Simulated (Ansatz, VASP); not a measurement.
**KCl in VASP and in Ansatz**

INCAR

```
PREC = Accurate ; ENCUT = 520
EDIFF = 1E-7 ; ISMEAR = 0
SIGMA = 0.05 ; LREAL = F
LASPH = T ; NELM = 60
ALGO = Normal ; ISIF = 2
LWAVE = F ; LCHARG = F
GGA = PS ; NBANDS = 15
```

File KPOINTS:

```
regular mesh
0
Gamma
  6 6 6
```

POSCAR

```
KCl
1.0
    3.8391960000      0.0000000000      0.0000000000
    0.0000000000      3.8391960000      0.0000000000
    0.0000000000      0.0000000000      3.8391960000
K Cl
1 1
Direct
    0.0000000000      0.0000000000      0.0000000000
    0.5000000000      0.5000000000      0.5000000000
```

Input for Ansatz:

```yaml
crystal:
  lattice:
    - [3.839196, 0.0, 0.0]
    - [0.0, 3.839196, 0.0]
    - [0.0, 0.0, 3.839196]
  atoms:
    - { symbol: K, position: [0.0, 0.0, 0.0] }
    - { symbol: Cl, position: [0.5, 0.5, 0.5] }
basis:
  ecutwfc: 420
kpoints:
  mp_grid: { grid: [6, 6, 6] }
hamiltonian:
  xc: pbesol
scf:
  occupations: { method: gaussian, width: 0.05 }
output:
  forces: true
  stress: true
  eigenvalues: true
```

Alike in both runs: task single point; functional PBEsol; k mesh 6 × 6 × 6; occupations gaussian, width 0.05 eV; no spin polarisation.

|  | VASP | Ansatz |
| --- | --- | --- |
| version | VASP 6.6.1 | Ansatz 0.2.0 |
| potentials or method | VASP PAW PBE potentials, release 64 (K_sv, Cl), cutoff 520 eV | scalar-relativistic, plane waves, PAW |
| valence electrons in the cell | 16 | 16 |

```tsv
	VASP	Ansatz	Ansatz less VASP
gap on the k mesh at the Fermi level (eV)	4.62	4.62	+0.003
least direct gap on the mesh (eV)	4.83	4.83	+0.003
pressure (GPa)	-1.4	-1.4	-0.02
```

VASP's potentials were made for PBE, not for PBEsol.
